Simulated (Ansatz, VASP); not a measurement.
**One calculation of BeZn3Se4, two programs**

```
CELL_PARAMETERS angstrom
7.95698 0.00000 0.00000
0.00000 6.84170 0.00000
0.00000 0.00000 6.47471
ATOMIC_POSITIONS crystal
Be 0.00000 0.82954 0.99735
Be 0.50000 0.17046 0.49735
Zn 0.50000 0.83970 0.99698
Zn 0.74842 0.67004 0.49918
Zn 0.25158 0.67004 0.49918
Zn 0.00000 0.16030 0.49698
Zn 0.75158 0.32996 0.99918
Zn 0.24842 0.32996 0.99918
Se 0.00000 0.82637 0.34627
Se 0.23420 0.67559 0.88243
Se 0.76580 0.67559 0.88243
Se 0.50000 0.85917 0.38118
Se 0.50000 0.17363 0.84627
Se 0.73420 0.32441 0.38243
Se 0.26580 0.32441 0.38243
Se 0.00000 0.14083 0.88118
```

Alike in both runs: functional PBE; k mesh 2 × 2 × 2; occupations gaussian, width 0.15 eV; no spin polarisation.

Ansatz relaxed the structure, and its values are those at the end. VASP's run is a single point on that final structure, the one shown.

|  | VASP | Ansatz |
| --- | --- | --- |
| version | VASP 6.6.1 | Ansatz 0.2.0 |
| potentials or method | VASP PAW PBE potentials, release 64 (Be, Zn, Se), cutoff 520 eV | scalar-relativistic, plane waves, PAW |
| valence electrons in the cell | 124 | 204 |

Ansatz gave:

* gap on the k mesh at the Fermi level (eV): 1.75
* least direct gap on the mesh (eV): 1.75
* pressure (GPa): -0.5
* rms of the force components (eV/Å): 0.028

**Question.** Which values does VASP return?

**Answer.** gap on the k mesh at the Fermi level (eV): 1.75; least direct gap on the mesh (eV): 1.75; pressure (GPa): -0.3; rms of the force components (eV/Å): 0.027.

The functional is the same, so the differences come from potentials, cutoffs and numerics. VASP's potentials hold 124 valence electrons a cell and Ansatz's 204, so a difference there can come from the potentials and not from the codes.

The k mesh is coarse, so the values compare programs but aren't converged.
